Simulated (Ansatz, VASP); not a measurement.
**One calculation of MoC15, two programs**

INCAR

```
PREC     = Accurate       # precision mode
ENCUT    = 600            # plane-wave cutoff, eV
EDIFF    = 1E-6           # SCF threshold, eV
ISMEAR   = 0              # smearing method
SIGMA    = 0.05           # smearing width, eV
LREAL    = False          # projectors in reciprocal space
LASPH    = True           # aspherical terms in the spheres
NELM     = 200            # most SCF steps
ALGO     = Normal         # electronic algorithm
ISIF     = 2              # what is computed and relaxed
LWAVE    = False          # write WAVECAR
LCHARG   = True           # write CHGCAR
LMAXMIX  = 4              # l up to which the mixer works
LDAU     = True           # DFT+U
LDAUTYPE = 2            
LDAUL    = 2 -1           # shell
LDAUU    = 2 0            # U, eV
LDAUJ    = 0 0          
LDAUPRINT= 1            
GGA      = PS             # functional
LELF     = True           # ELF
LVHAR    = True         
NBANDS   = 51             # bands
GGA_COMPAT= False
```

Contents of KPOINTS:

```
regular mesh
0
Gamma
  4 4 4
```

The input POSCAR:

```
MoC15
1.0
    0.0000000000      3.5668800000      3.5668800000
    3.5668800000      0.0000000000      3.5668800000
    3.5668800000      3.5668800000      0.0000000000
Mo C
1 15
Direct
    1.0000000000      0.0000000000      0.0000000000
    0.0011991179      0.0011991179      0.4988008821
    0.0011991179      0.4988008821      0.0011991179
    0.0011991179      0.4988008821      0.4988008821
    0.4988008821      0.0011991179      0.0011991179
    0.4988008821      0.0011991179      0.4988008821
    0.4988008821      0.4988008821      0.0011991179
    0.5000000000      0.5000000000      0.5000000000
    0.1435774638      0.1435774638      0.1435774638
    0.1435774638      0.1435774638      0.5692676086
    0.1435774638      0.5692676086      0.1435774638
    0.1272634341      0.6242455220      0.6242455220
    0.5692676086      0.1435774638      0.1435774638
    0.6242455220      0.1272634341      0.6242455220
    0.6242455220      0.6242455220      0.1272634341
    0.6242455220      0.6242455220      0.6242455220
```

Input for Ansatz:

```yaml
crystal:
  lattice:
    - [0.0, 3.56688, 3.56688]
    - [3.56688, 0.0, 3.56688]
    - [3.56688, 3.56688, 0.0]
  atoms:
    - { symbol: Mo, position: [1.0, 0.0, 0.0] }
    - { symbol: C, position: [0.0011991179, 0.0011991179, 0.4988008821] }
    - { symbol: C, position: [0.0011991179, 0.4988008821, 0.0011991179] }
    - { symbol: C, position: [0.0011991179, 0.4988008821, 0.4988008821] }
    - { symbol: C, position: [0.4988008821, 0.0011991179, 0.0011991179] }
    - { symbol: C, position: [0.4988008821, 0.0011991179, 0.4988008821] }
    - { symbol: C, position: [0.4988008821, 0.4988008821, 0.0011991179] }
    - { symbol: C, position: [0.5, 0.5, 0.5] }
    - { symbol: C, position: [0.1435774638, 0.1435774638, 0.1435774638] }
    - { symbol: C, position: [0.1435774638, 0.1435774638, 0.5692676086] }
    - { symbol: C, position: [0.1435774638, 0.5692676086, 0.1435774638] }
    - { symbol: C, position: [0.1272634341, 0.624245522, 0.624245522] }
    - { symbol: C, position: [0.5692676086, 0.1435774638, 0.1435774638] }
    - { symbol: C, position: [0.624245522, 0.1272634341, 0.624245522] }
    - { symbol: C, position: [0.624245522, 0.624245522, 0.1272634341] }
    - { symbol: C, position: [0.624245522, 0.624245522, 0.624245522] }
basis:
  ecutwfc: 420
  ecutrho_ratio: 4
kpoints:
  mp_grid: { grid: [4, 4, 4] }
hamiltonian:
  xc: pbesol
  hubbard: { sites: [{ site: 0, l: d, u_eff: 2.0 }] }
scf:
  occupations: { method: gaussian, width: 0.05 }
  lower_state_search: "off"
  max_iter: 150
output:
  forces: true
  stress: true
  eigenvalues: true
  populations: true
  hubbard: { sites: [{ site: 0, l: d }] }
```

Alike in both runs: task single point; functional PBEsol; k mesh 4 × 4 × 4; occupations gaussian, width 0.05 eV; no spin polarisation; Hubbard terms Mo d U = 2.0 eV.

|  | VASP | Ansatz |
| --- | --- | --- |
| version | VASP 6.6.1 | Ansatz 0.2.0 |
| potentials or method | VASP PAW PBE potentials, release 64 (Mo_sv, C), cutoff 600 eV | scalar-relativistic, plane waves, PAW |
| valence electrons in the cell | 74 | 74 |

VASP gave:

```
gap on the k mesh at the Fermi level (eV) : none
rms of the force components (eV/Å)        : 0.140
```

**Question.** Estimate Ansatz's values.

**Answer.** gap on the k mesh at the Fermi level (eV): none; rms of the force components (eV/Å): 0.088.

VASP's potentials were made for PBE, not for PBEsol. The programs project onto different local orbitals, so the same U acts differently, and such runs can settle in different states. Atom by atom the forces differ by 0.062 eV/Å (rms over components). A gap of «none» marks a metal or a gap that the smearing closes. Ansatz's warnings: filled band counts differ across k points.

The k mesh is coarse, so the values compare programs but aren't converged.
